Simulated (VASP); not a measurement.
# CsPbCl3 (Pm-3m) in VASP: single point with PBEsol

Aim: the single point of CsPbCl3 with PBEsol.

Program: VASP 6.6.1. These are calculated values, not measurements. Logs are shortened: lines on timing, memory, paths and dates and some standing lists are left out, and cuts for length are marked.

### 1 The cell of the first run

It takes space group Pm-3m (No. 221, cubic). The conventional cell has a = 5.628 Å, b = 5.628 Å, c = 5.628 Å, α = 90.00°, β = 90.00°, γ = 90.00°. Cl (site symmetry 4/mmm) has 2 Pb at 2.81 Å within 3.7 Å. Cs (site symmetry m-3m) has 12 Cl at 3.98 Å and 8 Pb at 4.87 Å within 5.2 Å. Pb (site symmetry m-3m) has 6 Cl at 2.81 Å within 3.7 Å.

### 2 Single point, PBEsol

INCAR reads:

```
SYSTEM = CsPbCl3
PREC     = Accurate       ! precision mode
ENCUT    = 520            ! plane-wave cutoff, eV
EDIFF    = 1E-7           ! SCF threshold, eV
ISMEAR   = 1              ! smearing method
SIGMA    = 0.1451         ! smearing width, eV
LREAL    = .False.        ! projectors in reciprocal space
LASPH    = .True.         ! aspherical terms in the spheres
NELM     = 80             ! most SCF steps
ALGO     = Normal         ! electronic algorithm
ISIF     = 2              ! what is computed and relaxed
LWAVE    = .False.        ! write WAVECAR
LCHARG   = .False.        ! write CHGCAR
GGA      = PS             ! functional
NBANDS   = 30             ! bands
```

KPOINTS reads:

```
regular mesh
0
Gamma
  5 5 5
  0 0 0
```

POSCAR reads:

```
CsPbCl3
1.0
    5.6283150000      0.0000000000      0.0000000000
    0.0000000000      5.6283150000      0.0000000000
    0.0000000000      0.0000000000      5.6283150000
Cl Cs Pb
3 1 1
Direct
    0.0000000000      0.5000000000      0.5000000000
    0.5000000000      0.0000000000      0.5000000000
    0.5000000000      0.5000000000      0.0000000000
    0.0000000000      0.0000000000      0.0000000000
    0.5000000000      0.5000000000      0.5000000000
```

Potentials or basis: VASP PAW PBE potentials, release 64 (Cl, Cs_sv, Pb_d).

On the command line:

```bash
$ cat potpaw_PBE.64/Cl/POTCAR potpaw_PBE.64/Cs_sv/POTCAR potpaw_PBE.64/Pb_d/POTCAR > POTCAR
$ mpirun -np 1 vasp_std > vasp.out
```

OUTCAR:

```text
SYSTEM = CsPbCl3
   PREC = Accurate
   ENCUT = 520
   EDIFF = 1E-7
   ISMEAR = 1
   LREAL = .False.
   LASPH = .True.
   NELM = 80
   ISIF = 2
   GGA = PS

 ion  position               nearest neighbor table
   1  0.000  0.500  0.500-   5 2.81   5 2.81
   2  0.500  0.000  0.500-   5 2.81   5 2.81
   3  0.500  0.500  0.000-   5 2.81   5 2.81
   4  0.000  0.000  0.000-
   5  0.500  0.500  0.500-   1 2.81   2 2.81   3 2.81   3 2.81   2 2.81   1 2.81

  LATTYP: Found a simple cubic cell.
 ALAT       =     5.6283150000

  Lattice vectors:

 A1 = (   5.6283150000,   0.0000000000,   0.0000000000)
 A2 = (   0.0000000000,   5.6283150000,   0.0000000000)
 A3 = (   0.0000000000,   0.0000000000,   5.6283150000)

Analysis of symmetry for initial positions (statically):
=====================================================================
 Subroutine PRICEL returns:
 Original cell was already a primitive cell.

 Routine SETGRP: Setting up the symmetry group for a
 simple cubic supercell.

 Subroutine GETGRP returns: Found 48 space group operations
 (whereof 48 operations were pure point group operations)
 out of a pool of 48 trial point group operations.

The static configuration has the point symmetry O_h .

Analysis of symmetry for dynamics (positions and initial velocities):
=====================================================================
 Subroutine PRICEL returns:
 Original cell was already a primitive cell.

 Routine SETGRP: Setting up the symmetry group for a
 simple cubic supercell.

 Subroutine GETGRP returns: Found 48 space group operations
 (whereof 48 operations were pure point group operations)
 out of a pool of 48 trial point group operations.

The dynamic configuration has the point symmetry O_h .

 Subroutine INISYM returns: Found 48 space group operations
 (whereof 48 operations are pure point group operations),
 and found     1 'primitive' translations

----------------------------------------------------------------------------------------

                                     Primitive cell

  volume of cell :     178.2934

  direct lattice vectors                    reciprocal lattice vectors
     5.628315000  0.000000000  0.000000000     0.177673069  0.000000000  0.000000000
     0.000000000  5.628315000  0.000000000     0.000000000  0.177673069  0.000000000
     0.000000000  0.000000000  5.628315000     0.000000000  0.000000000  0.177673069

  length of vectors
     5.628315000  5.628315000  5.628315000     0.177673069  0.177673069  0.177673069

  position of ions in fractional coordinates (direct lattice)
     0.000000000  0.500000000  0.500000000
     0.500000000  0.000000000  0.500000000
     0.500000000  0.500000000  0.000000000
     0.000000000  0.000000000  0.000000000
     0.500000000  0.500000000  0.500000000

  ion indices of the primitive-cell ions
   primitive index   ion index
                 1           1
                 2           2
                 3           3
                 4           4
                 5           5

----------------------------------------------------------------------------------------

 KPOINTS: regular mesh

Automatic generation of k-mesh.
 Grid dimensions read from file:
 generate k-points for:    5    5    5

 Generating k-lattice:

  Cartesian coordinates                     Fractional coordinates (reciprocal lattice)
     0.035534614  0.000000000  0.000000000     0.200000000  0.000000000  0.000000000
     0.000000000  0.035534614  0.000000000     0.000000000  0.200000000  0.000000000
     0.000000000  0.000000000  0.035534614     0.000000000  0.000000000  0.200000000

  Length of vectors
     0.035534614  0.035534614  0.035534614

  Shift w.r.t. Gamma in fractional coordinates (k-lattice)
     0.000000000  0.000000000  0.000000000

 Subroutine IBZKPT returns following result:
 ===========================================

 Found     10 irreducible k-points:

 Following reciprocal coordinates:
            Coordinates               Weight
  0.000000  0.000000  0.000000      1.000000
  0.200000  0.000000  0.000000      6.000000
  0.400000  0.000000  0.000000      6.000000
  0.200000  0.200000  0.000000     12.000000
  0.400000  0.200000  0.000000     24.000000
  0.400000  0.400000  0.000000     12.000000
  0.200000  0.200000  0.200000      8.000000
  0.400000  0.200000  0.200000     24.000000
  0.400000  0.400000  0.200000     24.000000
  0.400000  0.400000  0.400000      8.000000
   k-points           NKPTS =     10   k-points in BZ     NKDIM =     10   number of bands    NBANDS=     30
   number of dos      NEDOS =    301   number of ions     NIONS =      5
   total plane-waves  NPLWV =  74088
   dimension x,y,z NGX =    42 NGY =   42 NGZ =   42
   dimension x,y,z NGXF=    84 NGYF=   84 NGZF=   84
   ions per type =               3   1   1
   NGX,Y,Z   is equivalent  to a cutoff of  12.41, 12.41, 12.41 a.u.
   NGXF,Y,Z  is equivalent  to a cutoff of  24.81, 24.81, 24.81 a.u.
 SYSTEM =  CsPbCl3
   PREC   = accura    normal or accurate (medium, high low for compatibility)
   ISTART =      0    job   : 0-new  1-cont  2-samecut
   ICHARG =      2    charge: 1-file 2-atom 10-const
   ISPIN  =      1    spin polarized calculation?
   LNONCOLLINEAR =      F non collinear calculations
   LSORBIT =      F    spin-orbit coupling
   LASPH  =      T    aspherical Exc in radial PAW
   ENCUT  =  520.0 eV  38.22 Ry    6.18 a.u.  10.46 10.46 10.46*2*pi/ulx,y,z
   NELM   =     80;   NELMIN=  2; NELMDL= -5     # of ELM steps
   EDIFF  = 0.1E-06   stopping-criterion for ELM
   LREAL  =      F    real-space projection
   EDIFFG = 0.1E-05   stopping-criterion for IOM
   NSW    =      0    number of steps for IOM
   IBRION =     -1    ionic relax: 0-MD 1-quasi-New 2-CG
   NFREE  =      0    steps in history (QN), initial steepest desc. (CG)
   ISIF   =      2    stress and relaxation
   ISYM   =      2    0-nonsym 1-usesym 2-fastsym
   POTIM  = 0.5000    time-step for ionic-motion
   TEBEG  =    0.0;   TEEND  =   0.0 temperature during run
   PSTRESS=    0.0 pullay stress
   NELECT =      44.0000    total number of electrons
   NUPDOWN=      -1.0000    fix difference up-down
   EMIN   =  10.00;   EMAX   =-10.00  energy-range for DOS
   EFERMI =   0.00;   METHOD = LEGACY
   ISMEAR =     1;   SIGMA  =   0.15  broadening in eV -4-tet -1-fermi 0-gaus
   EFERMI_NEDOS =   21; number of points for ismear=-14 and -15
   IALGO  =     38    algorithm
   IMIX   =      4    mixing-type and parameters
     AMIX     =   0.40;   BMIX     =  1.00
     AMIX_MAG =   1.60;   BMIX_MAG =  1.00
  volume/ion in A,a.u.               =      35.66       240.64
  Fermi-wavevector in a.u.,A,eV,Ry     =   1.026867  1.940496 14.346729  1.054455
  Thomas-Fermi vector in A             =   2.160782
   LORBIT       =      0    0 simple, 1 ext, 2 COOP (PROOUT), +10 PAW based schemes
   GGA     = PS    functional components
   LHFCALC =     F    Hartree Fock is set to
   AEXX    =    0.0000 exact exchange contribution
   IVDW    =     0    specifies the selected vdW correction
   LEPSILON=     F    determine dielectric tensor
   LRPA    =     F    only Hartree local field effects (RPA)
 non-spin polarized calculation
 Methfessel and Paxton  Order N= 1 SIGMA  =   0.15
  energy-cutoff  :      520.00
  volume of cell :      178.29
 maximum number of plane-waves:      4817
 NGX is ok and might be reduce to    42
   NGX = 21   NGY = 21   NGZ = 21

 number of electron      44.0000013 magnetization

 Free energy of the ion-electron system (eV)
  ---------------------------------------------------
  ext. energy  EPLUGINS =         0.00000000
  ---------------------------------------------------
  free energy    TOTEN  =       -18.38934842 eV

  energy without entropy =      -18.38988684  energy(sigma->0) =      -18.38952789

 E-fermi :   1.0723     XC(G=0):  -7.9536

 val. band max:        0.9501006985   @ k =   0.4000   0.4000   0.4000
 cond. band min:       3.8387984585   @ k =   0.4000   0.4000   0.4000
 fundamental gap:      2.8886977600
 Fermi energy:         1.0722577238

 k-point     1 :       0.0000    0.0000    0.0000
  band No.  band energies     occupation
      1     -19.7273      2.00000
      2     -15.1511      2.00000
      3     -15.1511      2.00000
      4     -14.9134      2.00000
      5     -14.9134      2.00000
      6     -14.9134      2.00000
[... 22 lines left out ...]
     29       7.6355      0.00000
     30       7.6355      0.00000

 k-point     2 :       0.2000    0.0000    0.0000
  band No.  band energies     occupation
      1     -19.7266      2.00000
      2     -15.1510      2.00000
      3     -15.1170      2.00000
      4     -14.9139      2.00000
      5     -14.9139      2.00000
      6     -14.9134      2.00000
[... 22 lines left out ...]
     29       6.8786      0.00000
     30       7.7268      0.00000

 k-point     3 :       0.4000    0.0000    0.0000
  band No.  band energies     occupation
      1     -19.7254      2.00000
      2     -15.1509      2.00000
      3     -15.0599      2.00000
      4     -14.9147      2.00000
      5     -14.9147      2.00000
      6     -14.9134      2.00000
[... 22 lines left out ...]
     29       7.2047      0.00000
     30       8.2812      0.00000

 k-point     4 :       0.2000    0.2000    0.0000
  band No.  band energies     occupation
      1     -19.7259      2.00000
      2     -15.1345      2.00000
      3     -15.0982      2.00000
      4     -14.9144      2.00000
      5     -14.9139      2.00000
      6     -14.9139      2.00000
[... 154 lines left out ...]
     29       7.6728      0.00000
     30       7.9886      0.00000

 k-point     9 :       0.4000    0.4000    0.2000
  band No.  band energies     occupation
      1     -19.7233      2.00000
      2     -15.0689      2.00000
      3     -15.0001      2.00000
      4     -14.9160      2.00000
      5     -14.9152      2.00000
      6     -14.9152      2.00000
[... 22 lines left out ...]
     29       7.6307      0.00000
     30       7.7075      0.00000

 k-point    10 :       0.4000    0.4000    0.4000
  band No.  band energies     occupation
      1     -19.7224      2.00000
      2     -15.0000      2.00000
      3     -15.0000      2.00000
      4     -14.9160      2.00000
      5     -14.9160      2.00000
      6     -14.9160      2.00000
[... 22 lines left out ...]
     29       7.2480      0.00000
     30       8.1670      0.00000

------------------------ aborting loop because EDIFF is reached ----------------------------------------

  FORCE on cell =-STRESS in cart. coord.  units (eV):
  Direction    XX          YY          ZZ          XY          YZ          ZX
  --------------------------------------------------------------------------------------
  -------------------------------------------------------------------------------------
  Total       -0.2208360     -0.2208360     -0.2208360      0.0000000      0.0000000      0.0000000
  in kB       -1.9844737     -1.9844737     -1.9844737      0.0000000      0.0000000      0.0000000
  external PRESSURE =      -1.9844737 kB  Pullay stress =       0.0000000 kB

 VOLUME and BASIS-vectors are now :
 -----------------------------------------------------------------------------
  energy-cutoff  :      520.00
  volume of cell :      178.29
      direct lattice vectors                 reciprocal lattice vectors
     5.628315000  0.000000000  0.000000000     0.177673069  0.000000000  0.000000000
     0.000000000  5.628315000  0.000000000     0.000000000  0.177673069  0.000000000
     0.000000000  0.000000000  5.628315000     0.000000000  0.000000000  0.177673069

 POSITION                                       TOTAL-FORCE (eV/Angst)
 -----------------------------------------------------------------------------------
      0.00000      2.81416      2.81416         0.000000      0.000000      0.000000
      2.81416      0.00000      2.81416         0.000000      0.000000      0.000000
      2.81416      2.81416      0.00000         0.000000      0.000000      0.000000
      0.00000      0.00000      0.00000         0.000000      0.000000      0.000000
      2.81416      2.81416      2.81416         0.000000      0.000000      0.000000
 -----------------------------------------------------------------------------------
    total drift:                                0.000000     -0.000000     -0.000000

  FREE ENERGIE OF THE ION-ELECTRON SYSTEM (eV)
  ---------------------------------------------------
  free  energy   TOTEN  =       -18.3893484159 eV

  energy  without entropy=      -18.3898868407  energy(sigma->0) =      -18.38952789
```

It took 30 s on 1 thread of Intel Xeon 6975P-C (Granite Rapids), shared host; peak memory 0.27 GiB.

Results:

```
Free energy            : -18.3893 eV
Pressure               : -0.2 GPa
Band gap on the k mesh : 2.89 eV
```

Caveat: the PAW data sets were made with another functional, which shifts forces and pressure a little; spin-orbit coupling is left out, which moves the levels of the heavy elements; an odd mesh through Γ misses points on the zone boundary, where band edges can lie.
